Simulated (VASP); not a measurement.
# Sb (Im-3m) in VASP: notebook

Sb is run at these levels: BLYP; tasks: single point.

Program: VASP 6.6.1. These are calculated values, not measurements. Logs are shortened: lines on timing, memory, paths and dates and some standing lists are left out, and cuts for length are marked.

## (1) The cell of the first run

Symmetry: Im-3m, No. 229, cubic system. The conventional cell has a = 3.912 Å, b = 3.912 Å, c = 3.912 Å, α = 90.00°, β = 90.00°, γ = 90.00°. Within 4.5 Å of Sb (site symmetry m-3m) lie 14 Sb at 3.39 to 3.91 Å.

## (2) Single point, BLYP

File INCAR:

```
SYSTEM = Sb
AGGAC    = 1.0          
AGGAX    = 1.0          
ALDAC    = 0.0          
ALDAX    = 1.0          
ALGO     = Normal         ! electronic algorithm
EDIFF    = 1E-6           ! SCF threshold, eV
ENCUT    = 520            ! plane-wave cutoff, eV
GGA      = B5             ! functional
ISIF     = 2              ! what is computed and relaxed
ISMEAR   = -1             ! smearing method
LASPH    = .TRUE.         ! aspherical terms in the spheres
LCHARG   = .FALSE.        ! write CHGCAR
LREAL    = .FALSE.        ! projectors in reciprocal space
LWAVE    = .FALSE.        ! write WAVECAR
NBANDS   = 8              ! bands
NELM     = 60             ! most SCF steps
PREC     = Accurate       ! precision mode
SIGMA    = 0.1            ! smearing width, eV
```

File KPOINTS:

```
k-points
0
G
  13 13 13
  0 0 0
```

File POSCAR:

```
Sb
1.0
   -1.9562262643      1.9562262643      1.9562262643
    1.9562262643     -1.9562262643      1.9562262643
    1.9562262643      1.9562262643     -1.9562262643
Sb
1
Direct
    0.0000000000      0.0000000000      0.0000000000
```

Potentials or basis: VASP PAW PBE potentials, release 64 (Sb).

Started as:

```bash
$ cat potpaw_PBE.64/Sb/POTCAR > POTCAR
$ mpirun -np 1 vasp_std > vasp.out
```

OUTCAR:

```text
SYSTEM = Sb
   EDIFF = 1E-6
   ENCUT = 520
   GGA = B5
   ISIF = 2
   ISMEAR = -1
   LASPH = .TRUE.
   LREAL = .FALSE.
   NELM = 60
   PREC = Accurate

 ion  position               nearest neighbor table
   1  0.000  0.000  0.000-

  LATTYP: Found a body centered cubic cell.
 ALAT       =     3.9124525286

  Lattice vectors:

 A1 = (  -1.9562262643,   1.9562262643,   1.9562262643)
 A2 = (   1.9562262643,  -1.9562262643,   1.9562262643)
 A3 = (   1.9562262643,   1.9562262643,  -1.9562262643)

Analysis of symmetry for initial positions (statically):
=====================================================================
 Subroutine PRICEL returns:
 Original cell was already a primitive cell.

 Routine SETGRP: Setting up the symmetry group for a
 body centered cubic supercell.

 Subroutine GETGRP returns: Found 48 space group operations
 (whereof 48 operations were pure point group operations)
 out of a pool of 48 trial point group operations.

The static configuration has the point symmetry O_h .

Analysis of symmetry for dynamics (positions and initial velocities):
=====================================================================
 Subroutine PRICEL returns:
 Original cell was already a primitive cell.

 Routine SETGRP: Setting up the symmetry group for a
 body centered cubic supercell.

 Subroutine GETGRP returns: Found 48 space group operations
 (whereof 48 operations were pure point group operations)
 out of a pool of 48 trial point group operations.

The dynamic configuration has the point symmetry O_h .

 Subroutine INISYM returns: Found 48 space group operations
 (whereof 48 operations are pure point group operations),
 and found     1 'primitive' translations

----------------------------------------------------------------------------------------

                                     Primitive cell

  volume of cell :      29.9445

  direct lattice vectors                    reciprocal lattice vectors
    -1.956226264  1.956226264  1.956226264     0.000000000  0.255594156  0.255594156
     1.956226264 -1.956226264  1.956226264     0.255594156  0.000000000  0.255594156
     1.956226264  1.956226264 -1.956226264     0.255594156  0.255594156  0.000000000

  length of vectors
     3.388283281  3.388283281  3.388283281     0.361464721  0.361464721  0.361464721

  position of ions in fractional coordinates (direct lattice)
     0.000000000  0.000000000  0.000000000

  ion indices of the primitive-cell ions
[... 75 lines left out ...]
   LREAL  =      F    real-space projection
   EDIFFG = 0.1E-04   stopping-criterion for IOM
   NSW    =      0    number of steps for IOM
   IBRION =     -1    ionic relax: 0-MD 1-quasi-New 2-CG
   NFREE  =      0    steps in history (QN), initial steepest desc. (CG)
   ISIF   =      2    stress and relaxation
   ISYM   =      2    0-nonsym 1-usesym 2-fastsym
   POTIM  = 0.5000    time-step for ionic-motion
   TEBEG  =    0.0;   TEEND  =   0.0 temperature during run
   PSTRESS=    0.0 pullay stress
   NELECT =       5.0000    total number of electrons
   NUPDOWN=      -1.0000    fix difference up-down
   EMIN   =  10.00;   EMAX   =-10.00  energy-range for DOS
   EFERMI =   0.00;   METHOD = LEGACY
   ISMEAR =    -1;   SIGMA  =   0.10  broadening in eV -4-tet -1-fermi 0-gaus
   EFERMI_NEDOS =   21; number of points for ismear=-14 and -15
   IALGO  =     38    algorithm
   IMIX   =      4    mixing-type and parameters
     AMIX     =   0.40;   BMIX     =  1.00
     AMIX_MAG =   1.60;   BMIX_MAG =  1.00
  volume/ion in A,a.u.               =      29.94       202.08
  Fermi-wavevector in a.u.,A,eV,Ry     =   0.901486  1.703562 11.057147  0.812677
  Thomas-Fermi vector in A             =   2.024573
   LORBIT       =      0    0 simple, 1 ext, 2 COOP (PROOUT), +10 PAW based schemes
   GGA     = B5    functional components
   LHFCALC =     F    Hartree Fock is set to
   AEXX    =    0.0000 exact exchange contribution
   IVDW    =     0    specifies the selected vdW correction
   LEPSILON=     F    determine dielectric tensor
   LRPA    =     F    only Hartree local field effects (RPA)
 non-spin polarized calculation
  energy-cutoff  :      520.00
  volume of cell :       29.94
 maximum number of plane-waves:       821
 NGX is ok and might be reduce to    28
   NGX = 13   NGY = 13   NGZ = 13

 number of electron       5.0000000 magnetization

 Free energy of the ion-electron system (eV)
  ---------------------------------------------------
  ext. energy  EPLUGINS =         0.00000000
  ---------------------------------------------------
  free energy    TOTEN  =        -3.03241358 eV

  energy without entropy =       -3.00697993  energy(sigma->0) =       -3.01969676

 E-fermi :   7.5463     XC(G=0):  -9.1060

 val. band max:        7.5290236672   @ k =   0.3077   0.1538   0.1538
 cond. band min:       7.5728878190   @ k =   0.2308   0.1538   0.0769
 fundamental gap:      0.0438641518
 Fermi energy:         7.5462676281

 k-point     1 :       0.0000    0.0000    0.0000
  band No.  band energies     occupation
      1      -4.4715      2.00000
      2      12.1200      0.00000
      3      12.1200      0.00000
      4      12.1200      0.00000
      5      17.8313      0.00000
      6      17.8313      0.00000
      7      17.8313      0.00000
      8      18.9618      0.00000
[... 243 lines left out ...]
 k-point    24 :       0.2308    0.0769    0.0769
  band No.  band energies     occupation
      1      -2.5857      2.00000
      2       5.6845      2.00000
      3       8.7961      0.00001
      4      10.0660      0.00000
      5      16.0866      0.00000
      6      16.4000      0.00000
      7      19.6954      0.00000
      8      20.2093      0.00000

 [... further k-points ...]

------------------------ aborting loop because EDIFF is reached ----------------------------------------

  FORCE on cell =-STRESS in cart. coord.  units (eV):
  Direction    XX          YY          ZZ          XY          YZ          ZX
  --------------------------------------------------------------------------------------
  -------------------------------------------------------------------------------------
  Total        0.0592281      0.0592281      0.0592281     -0.0000000      0.0000000     -0.0000000
  in kB        3.1689926      3.1689926      3.1689926     -0.0000000      0.0000000     -0.0000000
  external PRESSURE =       3.1689926 kB  Pullay stress =       0.0000000 kB

 VOLUME and BASIS-vectors are now :
 -----------------------------------------------------------------------------
  energy-cutoff  :      520.00
  volume of cell :       29.94
      direct lattice vectors                 reciprocal lattice vectors
    -1.956226264  1.956226264  1.956226264     0.000000000  0.255594156  0.255594156
     1.956226264 -1.956226264  1.956226264     0.255594156  0.000000000  0.255594156
     1.956226264  1.956226264 -1.956226264     0.255594156  0.255594156  0.000000000

 POSITION                                       TOTAL-FORCE (eV/Angst)
 -----------------------------------------------------------------------------------
      0.00000      0.00000      0.00000        -0.000000     -0.000000      0.000000
 -----------------------------------------------------------------------------------
    total drift:                               -0.000000      0.000000      0.000000

  FREE ENERGIE OF THE ION-ELECTRON SYSTEM (eV)
  ---------------------------------------------------
  free  energy   TOTEN  =        -3.0324135821 eV

  energy  without entropy=       -3.0069799302  energy(sigma->0) =       -3.01969676
```

OSZICAR:

```text
N       E                     dE             d eps       ncg     rms          rms(c)
DAV:   1     0.477096051597E+01    0.47710E+01   -0.15923E+03  1376   0.405E+02
DAV:   2    -0.293097059614E+01   -0.77019E+01   -0.74919E+01  1872   0.494E+01
DAV:   3    -0.302859408576E+01   -0.97623E-01   -0.97018E-01  1704   0.618E+00
DAV:   4    -0.302889576443E+01   -0.30168E-03   -0.30167E-03  2040   0.406E-01
DAV:   5    -0.302889646418E+01   -0.69975E-06   -0.69939E-06  1784   0.138E-02    0.129E+00
DAV:   6    -0.303061302978E+01   -0.17166E-02   -0.13093E-03  1824   0.211E-01    0.756E-01
DAV:   7    -0.303231411526E+01   -0.17011E-02   -0.33522E-03  1704   0.343E-01    0.542E-02
DAV:   8    -0.303241267767E+01   -0.98562E-04   -0.15917E-04  1720   0.891E-02    0.350E-03
DAV:   9    -0.303241358211E+01   -0.90445E-06   -0.24533E-06  1928   0.107E-02
   1 F= -.30324136E+01 E0= -.30196968E+01  d E =-.254337E-01
```

It took 19 s on 1 thread of Intel Xeon Platinum 8259CL at 2.50GHz (Skylake/Cascade Lake), shared host; peak memory 0.16 GiB.

What came out:

- Free energy: -3.0324 eV
- Pressure: 0.3 GPa

Caveat: the PAW data sets were made with another functional, which shifts forces and pressure a little; spin-orbit coupling is left out, which moves the levels of the heavy elements.

## (3) Single point, BLYP (volume scaled by 1.04)

File INCAR:

```
SYSTEM = Sb
  AGGAC = 1.0
  AGGAX = 1.0
  ALDAC = 0.0
  ALDAX = 1.0
  ALGO = Normal
  EDIFF = 1E-6
  ENCUT = 520
  GGA = B5
  ISIF = 2
  ISMEAR = -1
  LASPH = .TRUE.
  LCHARG = .FALSE.
  LREAL = .FALSE.
  LWAVE = .FALSE.
  NBANDS = 8
  NELM = 60
  PREC = Accurate
  SIGMA = 0.1
```

KPOINTS is that of step 2.

File POSCAR:

```
Sb
1.0
   -1.9819690357      1.9819690357      1.9819690357
    1.9819690357     -1.9819690357      1.9819690357
    1.9819690357      1.9819690357     -1.9819690357
Sb
1
Direct
    0.0000000000      0.0000000000      0.0000000000
```

Potentials or basis: VASP PAW PBE potentials, release 64 (Sb).

Started as:

```bash
$ cat potpaw_PBE.64/Sb/POTCAR > POTCAR
$ mpirun -np 1 vasp_std > vasp.out
```

Run time: 20 s. Hardware: 1 thread of Intel Xeon Platinum 8259CL at 2.50GHz (Skylake/Cascade Lake), shared host; peak memory 0.16 GiB.

The run converged. Its results:

```yaml
Free_energy: -3.0284 eV
Pressure: -1.3 GPa
```

Levels at points of the mesh, in eV from the Fermi level:
| k point | band 1 | band 2 | band 3 | band 4 | band 5 |
| --- | --- | --- | --- | --- | --- |
| (0.00, 0.00, 0.00) | -11.76 | 4.31 | 4.31 | 4.31 | 10.15 |

Caveat: the PAW data sets were made with another functional, which shifts forces and pressure a little; spin-orbit coupling is left out, which moves the levels of the heavy elements.
